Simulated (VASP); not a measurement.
# GaAs (I-4m2) in VASP: settings compared, part 2 of 2

VASP 6.6.1. The steps go on from the part before.

**3. Electric field gradients, PBE (z stretched by +3 % at fixed volume)**

INCAR

```
SYSTEM = GaAs
  PREC = Accurate
  ENCUT = 520
  EDIFF = 1E-8
  ISMEAR = -1
  SIGMA = 0.05
  LREAL = .False.
  LASPH = .True.
  NELM = 60
  ALGO = Normal
  ISIF = 2
  LWAVE = .False.
  LCHARG = .False.
  GGA = PE
  LEFG = .True.
  NBANDS = 16
```

KPOINTS

```
Automatic mesh
0
Gamma
  11 11 11
  0 0 0
```

POSCAR

```
GaAs
1.0
    0.0000000000      2.7853780701      2.9116555000
    2.7853780701      0.0000000000      2.9116555000
    2.7853780701      2.7853780701      0.0000000000
Ga As
1 1
Direct
    0.0000000000      0.0000000000      0.0000000000
    0.7500000000      0.7500000000      0.7500000000
```

Potentials or basis: VASP PAW PBE potentials, release 64 (Ga_d, As).

On the command line:

```
cat potpaw_PBE.64/Ga_d/POTCAR potpaw_PBE.64/As/POTCAR > POTCAR
mpirun -np 1 vasp_std > vasp.out
```

OUTCAR:

```text
SYSTEM = GaAs
   PREC = Accurate
   ENCUT = 520
   EDIFF = 1E-8
   ISMEAR = -1
   LREAL = .False.
   LASPH = .True.
   NELM = 60
   ISIF = 2
   GGA = PE

 ion  position               nearest neighbor table
   1  0.000  0.000  0.000-   2 2.45   2 2.45   2 2.45   2 2.45
   2  0.750  0.750  0.750-   1 2.45   1 2.45   1 2.45   1 2.45

  LATTYP: Found a body centered tetragonal cell.
 ALAT       =     3.9391194431
 C/A-ratio  =     1.4783281097

  Lattice vectors:

 A1 = (  -2.7853780701,   0.0000000000,   2.9116555000)
 A2 = (   2.7853780701,   0.0000000000,   2.9116555000)
 A3 = (   0.0000000000,   2.7853780701,  -2.9116555000)

Analysis of symmetry for initial positions (statically):
=====================================================================
 Subroutine PRICEL returns:
 Original cell was already a primitive cell.

 Routine SETGRP: Setting up the symmetry group for a
 body centered tetragonal supercell.

[... 646 lines left out ...]
     0.000000000  2.785378070  2.911655500    -0.179508845  0.179508845  0.171723612
     2.785378070  0.000000000  2.911655500     0.179508845 -0.179508845  0.171723612
     2.785378070  2.785378070  0.000000000     0.179508845  0.179508845 -0.171723612

 POSITION                                       TOTAL-FORCE (eV/Angst)
 -----------------------------------------------------------------------------------
      0.00000      0.00000      0.00000         0.000000      0.000000     -0.000000
      4.17807      4.17807      4.36748        -0.000000     -0.000000      0.000000
 -----------------------------------------------------------------------------------
    total drift:                               -0.000002     -0.000002     -0.000001

  FREE ENERGIE OF THE ION-ELECTRON SYSTEM (eV)
  ---------------------------------------------------
  free  energy   TOTEN  =        -8.2400297513 eV

  energy  without entropy=       -8.2400061896  energy(sigma->0) =       -8.24001797

 Electric field gradients (V/A^2)
---------------------------------------------------------------------
 ion       V_xx      V_yy      V_zz      V_xy      V_xz      V_yz
---------------------------------------------------------------------
   1       3.391     3.391    -6.781    -0.005    -0.001    -0.001
   2      -5.774    -5.774    11.549     0.000     0.000     0.000
---------------------------------------------------------------------

 Electric field gradients after diagonalization (V/A^2)
 (convention: |V_zz| > |V_xx| > |V_yy|)
----------------------------------------------------------------------
 ion       V_xx      V_yy      V_zz     asymmetry (V_yy - V_xx)/ V_zz
----------------------------------------------------------------------
   1       3.396     3.386    -6.781       0.002
   2      -5.775    -5.774    11.549       0.000
----------------------------------------------------------------------

           NMR quadrupolar parameters

 Cq : quadrupolar parameter    Cq=e*Q*V_zz/h
 eta: asymmetry parameters     (V_yy - V_xx)/ V_zz
 Q  : nuclear electric quadrupole moment in mb (millibarn)
----------------------------------------------------------------------
 ion       Cq(MHz)       eta       Q (mb)
----------------------------------------------------------------------
   1      -0.016       0.002       1.000
   2       0.028       0.000       1.000
----------------------------------------------------------------------
```

stdout:

```text
POSCAR found type information on POSCAR GaAs
 POSCAR found :  2 types and       2 ions
 scaLAPACK will be used
 LDA part: xc-table for (Slater+PW92), standard interpolation
 POSCAR, INCAR and KPOINTS ok, starting setup
 FFT: planning ... GRIDC
 FFT: planning ... GRID_SOFT
 FFT: planning ... GRID
 WAVECAR not read
 entering main loop
ion   1

ion   2
```

Wall time 3 min (1 thread of Intel Xeon 8259CL, shared host); peak memory 0.24 GiB.

What came out:

```
Free energy            : -8.2400 eV
Pressure               : 3.5 GPa
Band gap on the k mesh : 0.41 eV, direct
```

Electric field gradients, principal values (V/Å²):
```
atom   least  middle  greatest (by size)
1 Ga   3.386   3.396              -6.781
2 As  -5.774  -5.775              11.549
```

Caveat: without QUAD_EFG the Cq values of the log hold for a quadrupole moment of 1 mb, not for the nuclei.

**4. Electric field gradients, PBE (z stretched by +3 % at fixed volume)**

INCAR

```
PREC = Accurate
ENCUT = 520
EDIFF = 1E-8
ISMEAR = -1
SIGMA = 0.05
LREAL = F
LASPH = T
NELM = 100
ALGO = Normal
ISIF = 2
LWAVE = F
LCHARG = F
GGA = PE
LEFG = T
NBANDS = 16
```

KPOINTS

```
Automatic mesh
0
Gamma
  11 11 11
```

POSCAR is that of step 3.

Potentials or basis: VASP PAW PBE potentials, release 64 (Ga_d, As).

On the command line:

```
cat potpaw_PBE.64/Ga_d/POTCAR potpaw_PBE.64/As/POTCAR > POTCAR
mpirun -np 1 vasp_std > vasp.out
```

OUTCAR:

```text
PREC = Accurate
   ENCUT = 520
   EDIFF = 1E-8
   ISMEAR = -1
   LREAL = F
   LASPH = T
   NELM = 100
   ISIF = 2
   GGA = PE

 ion  position               nearest neighbor table
   1  0.000  0.000  0.000-   2 2.45   2 2.45   2 2.45   2 2.45
   2  0.750  0.750  0.750-   1 2.45   1 2.45   1 2.45   1 2.45

  LATTYP: Found a body centered tetragonal cell.
 ALAT       =     3.9391194431
 C/A-ratio  =     1.4783281097

  Lattice vectors:

 A1 = (  -2.7853780701,   0.0000000000,   2.9116555000)
 A2 = (   2.7853780701,   0.0000000000,   2.9116555000)
 A3 = (   0.0000000000,   2.7853780701,  -2.9116555000)
[... 668 lines left out ...]
  free  energy   TOTEN  =        -8.2400297513 eV

  energy  without entropy=       -8.2400061896  energy(sigma->0) =       -8.24001797

 Electric field gradients (V/A^2)
---------------------------------------------------------------------
 ion       V_xx      V_yy      V_zz      V_xy      V_xz      V_yz
---------------------------------------------------------------------
   1       3.391     3.391    -6.781    -0.005    -0.001    -0.001
   2      -5.774    -5.774    11.549     0.000     0.000     0.000
---------------------------------------------------------------------

 Electric field gradients after diagonalization (V/A^2)
 (convention: |V_zz| > |V_xx| > |V_yy|)
----------------------------------------------------------------------
 ion       V_xx      V_yy      V_zz     asymmetry (V_yy - V_xx)/ V_zz
----------------------------------------------------------------------
   1       3.396     3.386    -6.781       0.002
   2      -5.775    -5.774    11.549       0.000
----------------------------------------------------------------------

           NMR quadrupolar parameters

 Cq : quadrupolar parameter    Cq=e*Q*V_zz/h
 eta: asymmetry parameters     (V_yy - V_xx)/ V_zz
 Q  : nuclear electric quadrupole moment in mb (millibarn)
----------------------------------------------------------------------
 ion       Cq(MHz)       eta       Q (mb)
----------------------------------------------------------------------
   1      -0.016       0.002       1.000
   2       0.028       0.000       1.000
----------------------------------------------------------------------
```

stdout:

```text
POSCAR found type information on POSCAR GaAs
 POSCAR found :  2 types and       2 ions
 scaLAPACK will be used
 LDA part: xc-table for (Slater+PW92), standard interpolation
 POSCAR, INCAR and KPOINTS ok, starting setup
 FFT: planning ... GRIDC
 FFT: planning ... GRID_SOFT
 FFT: planning ... GRID
 WAVECAR not read
 entering main loop
ion   1

ion   2
```

Wall time 2.9 min (1 thread of Intel Xeon 8259CL, shared host); peak memory 0.24 GiB.

What came out:

```
Free energy            : -8.2400 eV
Pressure               : 3.5 GPa
Band gap on the k mesh : 0.41 eV, direct
```

Levels at points of the mesh, in eV from the valence-band top:
```csv
k point,band 7,band 8,band 9,band 10,band 11,band 12
"(0.00, 0.00, 0.00)",-0.27,0.00,0.00,0.41,3.61,3.61
```

Electric field gradients, principal values (V/Å²):
| atom | least | middle | greatest (by size) |
| --- | --- | --- | --- |
| 1 Ga | 3.386 | 3.396 | -6.781 |
| 2 As | -5.774 | -5.775 | 11.549 |

Caveat: without QUAD_EFG the Cq values of the log hold for a quadrupole moment of 1 mb, not for the nuclei. A k mesh can miss the band edges.

**5. Electric field gradients, PBE+D3(BJ)**

INCAR

```
PREC = Accurate
ENCUT = 520
EDIFF = 1E-8
ISMEAR = -1
SIGMA = 0.05
LREAL = False
LASPH = True
NELM = 60
ALGO = Normal
ISIF = 2
LWAVE = False
LCHARG = False
GGA = PE
IVDW = 12
LEFG = True
NBANDS = 16
```

KPOINTS is that of step 4.

POSCAR

```
GaAs
1.0
    0.0000000000      2.8410911482      2.7985815000
    2.8410911482      0.0000000000      2.7985815000
    2.8410911482      2.8410911482      0.0000000000
Ga As
1 1
Direct
    0.0000000000      0.0000000000      0.0000000000
    0.7500000000      0.7500000000      0.7500000000
```

Potentials or basis: VASP PAW PBE potentials, release 64 (Ga_d, As).

On the command line:

```
cat potpaw_PBE.64/Ga_d/POTCAR potpaw_PBE.64/As/POTCAR > POTCAR
mpirun -np 1 vasp_std > vasp.out
```

OUTCAR:

```text
PREC = Accurate
   ENCUT = 520
   EDIFF = 1E-8
   ISMEAR = -1
   LREAL = False
   LASPH = True
   NELM = 60
   ISIF = 2
   GGA = PE
   IVDW = 12
 IVDW          = 12

 ion  position               nearest neighbor table
   1  0.000  0.000  0.000-   2 2.45   2 2.45   2 2.45   2 2.45
   2  0.750  0.750  0.750-   1 2.45   1 2.45   1 2.45   1 2.45

  LATTYP: Found a body centered tetragonal cell.
 ALAT       =     4.0179096337
 C/A-ratio  =     1.3930534806

  Lattice vectors:

 A1 = (   0.0000000000,  -2.8410911482,  -2.7985815000)
 A2 = (   0.0000000000,   2.8410911482,  -2.7985815000)
 A3 = (   2.8410911482,   0.0000000000,   2.7985815000)

Analysis of symmetry for initial positions (statically):
=====================================================================
 Subroutine PRICEL returns:
 Original cell was already a primitive cell.

 Routine SETGRP: Setting up the symmetry group for a
 body centered tetragonal supercell.

 Subroutine GETGRP returns: Found  8 space group operations
 (whereof  8 operations were pure point group operations)
 out of a pool of 16 trial point group operations.

The static configuration has the point symmetry D_2d.

Analysis of symmetry for dynamics (positions and initial velocities):
=====================================================================
 Subroutine PRICEL returns:
 Original cell was already a primitive cell.

 Routine SETGRP: Setting up the symmetry group for a
 body centered tetragonal supercell.

 Subroutine GETGRP returns: Found  8 space group operations
 (whereof  8 operations were pure point group operations)
 out of a pool of 16 trial point group operations.

The dynamic configuration has the point symmetry D_2d.

 Subroutine INISYM returns: Found  8 space group operations
 (whereof  8 operations are pure point group operations),
 and found     1 'primitive' translations

----------------------------------------------------------------------------------------

                                     Primitive cell

  volume of cell :      45.1792

  direct lattice vectors                    reciprocal lattice vectors
     0.000000000  2.841091148  2.798581500    -0.175988722  0.175988722  0.178661940
     2.841091148  0.000000000  2.798581500     0.175988722 -0.175988722  0.178661940
     2.841091148  2.841091148  0.000000000     0.175988722  0.175988722 -0.178661940

  length of vectors
     3.987964058  3.987964058  4.017909634     0.306372566  0.306372566  0.306372566

  position of ions in fractional coordinates (direct lattice)
     0.000000000  0.000000000  0.000000000
     0.750000000  0.750000000  0.750000000

  ion indices of the primitive-cell ions
   primitive index   ion index
                 1           1
                 2           2

----------------------------------------------------------------------------------------

 KPOINTS: Automatic mesh

Automatic generation of k-mesh.
[... 72 lines left out ...]
   ISIF   =      2    stress and relaxation
   ISYM   =      2    0-nonsym 1-usesym 2-fastsym
   POTIM  = 0.5000    time-step for ionic-motion
   TEBEG  =    0.0;   TEEND  =   0.0 temperature during run
   PSTRESS=    0.0 pullay stress
   NELECT =      18.0000    total number of electrons
   NUPDOWN=      -1.0000    fix difference up-down
   EMIN   =  10.00;   EMAX   =-10.00  energy-range for DOS
   EFERMI =   0.00;   METHOD = LEGACY
   ISMEAR =    -1;   SIGMA  =   0.05  broadening in eV -4-tet -1-fermi 0-gaus
   EFERMI_NEDOS =   21; number of points for ismear=-14 and -15
   IALGO  =     38    algorithm
   IMIX   =      4    mixing-type and parameters
     AMIX     =   0.40;   BMIX     =  1.00
     AMIX_MAG =   1.60;   BMIX_MAG =  1.00
  volume/ion in A,a.u.               =      22.59       152.44
  Fermi-wavevector in a.u.,A,eV,Ry     =   1.204628  2.276417 19.743799  1.451128
  Thomas-Fermi vector in A             =   2.340347
   LORBIT       =      0    0 simple, 1 ext, 2 COOP (PROOUT), +10 PAW based schemes
   GGA     = PE    functional components
   LHFCALC =     F    Hartree Fock is set to
   AEXX    =    0.0000 exact exchange contribution
   IVDW    =    12    specifies the selected vdW correction
   LEPSILON=     F    determine dielectric tensor
   LRPA    =     F    only Hartree local field effects (RPA)
 non-spin polarized calculation
  energy-cutoff  :      520.00
  volume of cell :       45.18
 maximum number of plane-waves:      1243
 NGX is ok and might be reduce to    30
   NGX = 15   NGY = 15   NGZ = 15

 number of electron      17.9999996 magnetization

 Free energy of the ion-electron system (eV)
  ---------------------------------------------------
  ext. energy  EPLUGINS =         0.00000000
  ---------------------------------------------------
  free energy    TOTEN  =        -8.25023957 eV

  energy without entropy =       -8.25022612  energy(sigma->0) =       -8.25023284

 E-fermi :   4.2372     XC(G=0):  -9.5885

 val. band max:        3.9870458231   @ k =   0.0000   0.0000   0.0000
 cond. band min:       4.4499760855   @ k =   0.0000   0.0000   0.0000
 fundamental gap:      0.4629302624
 Fermi energy:         4.2371657266

 k-point     1 :       0.0000    0.0000    0.0000
  band No.  band energies     occupation
      1     -10.8763      2.00000
      2     -10.8763      2.00000
      3     -10.8725      2.00000
      4     -10.7972      2.00000
      5     -10.7946      2.00000
      6      -8.7941      2.00000
[... 433 lines left out ...]
      3     -10.8558      2.00000
      4     -10.7972      2.00000
      5     -10.7953      2.00000
      6      -7.8427      2.00000
[... 8 lines left out ...]
     15      14.1174      0.00000
     16      14.8898      0.00000

 [... further k-points ...]

------------------------ aborting loop because EDIFF is reached ----------------------------------------

 Edisp (eV)   -0.64969

 E8    (eV) :    -0.2901

  FORCE on cell =-STRESS in cart. coord.  units (eV):
  Direction    XX          YY          ZZ          XY          YZ          ZX
  --------------------------------------------------------------------------------------
  -------------------------------------------------------------------------------------
  Total       0.20255     0.20255     0.44439     0.00000     0.00000     0.00000
  in kB       7.18296     7.18296    15.75942     0.00000     0.00000     0.00000
  external pressure =       10.04 kB  Pullay stress =        0.00 kB

 VOLUME and BASIS-vectors are now :
 -----------------------------------------------------------------------------
  energy-cutoff  :      520.00
  volume of cell :       45.18
      direct lattice vectors                 reciprocal lattice vectors
     0.000000000  2.841091148  2.798581500    -0.175988722  0.175988722  0.178661940
     2.841091148  0.000000000  2.798581500     0.175988722 -0.175988722  0.178661940
     2.841091148  2.841091148  0.000000000     0.175988722  0.175988722 -0.178661940

 POSITION                                       TOTAL-FORCE (eV/Angst)
 -----------------------------------------------------------------------------------
      0.00000      0.00000      0.00000        -0.000000     -0.000000     -0.000000
      4.26164      4.26164      4.19787         0.000000      0.000000      0.000000
 -----------------------------------------------------------------------------------
    total drift:                               -0.000002     -0.000002     -0.000001

  FREE ENERGIE OF THE ION-ELECTRON SYSTEM (eV)
  ---------------------------------------------------
  free  energy   TOTEN  =        -8.8999321121 eV

  energy  without entropy=       -8.8999186577  energy(sigma->0) =       -8.89992538

 Electric field gradients (V/A^2)
---------------------------------------------------------------------
 ion       V_xx      V_yy      V_zz      V_xy      V_xz      V_yz
---------------------------------------------------------------------
   1      -1.225    -1.225     2.450    -0.002    -0.003    -0.003
   2       1.779     1.779    -3.558     0.000     0.000     0.000
---------------------------------------------------------------------

 Electric field gradients after diagonalization (V/A^2)
 (convention: |V_zz| > |V_xx| > |V_yy|)
----------------------------------------------------------------------
 ion       V_xx      V_yy      V_zz     asymmetry (V_yy - V_xx)/ V_zz
----------------------------------------------------------------------
   1      -1.227    -1.223     2.450       0.002
   2       1.779     1.779    -3.558       0.000
----------------------------------------------------------------------

           NMR quadrupolar parameters

 Cq : quadrupolar parameter    Cq=e*Q*V_zz/h
 eta: asymmetry parameters     (V_yy - V_xx)/ V_zz
 Q  : nuclear electric quadrupole moment in mb (millibarn)
----------------------------------------------------------------------
 ion       Cq(MHz)       eta       Q (mb)
----------------------------------------------------------------------
   1       0.006       0.002       1.000
   2      -0.009       0.000       1.000
----------------------------------------------------------------------
```

Wall time 3.5 min (1 thread of Intel Xeon 8259CL, shared host); peak memory 0.25 GiB.

Results:

| Property | Result |
| --- | --- |
| Free energy | -8.8999 eV |
| Pressure | 1.0 GPa |
| Band gap on the k mesh | 0.46 eV, direct |
| Dispersion energy per atom | -0.325 eV |

Stress tensor (GPa, compression positive):
```
0.72 0.00 0.00
0.00 0.72 0.00
0.00 0.00 1.58
```

Electric field gradients, principal values (V/Å²):
```tsv
atom	least	middle	greatest (by size)
1 Ga	-1.223	-1.227	2.450
2 As	1.779	1.779	-3.558
```

Caveat: without QUAD_EFG the Cq values of the log hold for a quadrupole moment of 1 mb, not for the nuclei. Expect the measured gap to be larger: semilocal functionals such as PBE lack the derivative discontinuity.

**6. Summary**

```tsv
level	cell	gap on the mesh (eV)	pressure (GPa)
PBE	a = 3.988, b = 3.988, c = 4.018 Å, angles 59.8, 59.8, 60.5°, 2 atoms	0.46	3.5
PBE	a = 4.029, b = 4.029, c = 3.939 Å, angles 60.7, 60.7, 58.5°, 2 atoms	0.41	3.5
PBE+D3(BJ)	a = 3.988, b = 3.988, c = 4.018 Å, angles 59.8, 59.8, 60.5°, 2 atoms	0.46	1.0
```

Alike in all rows: task electric field gradients; potentials or basis VASP PAW PBE potentials, release 64 (Ga_d, As); no spin polarisation; k mesh 11 × 11 × 11; cutoff (eV) 520; smearing fermi-dirac 0.05 eV.

Absolute energies hang on the potentials; compare differences alone.
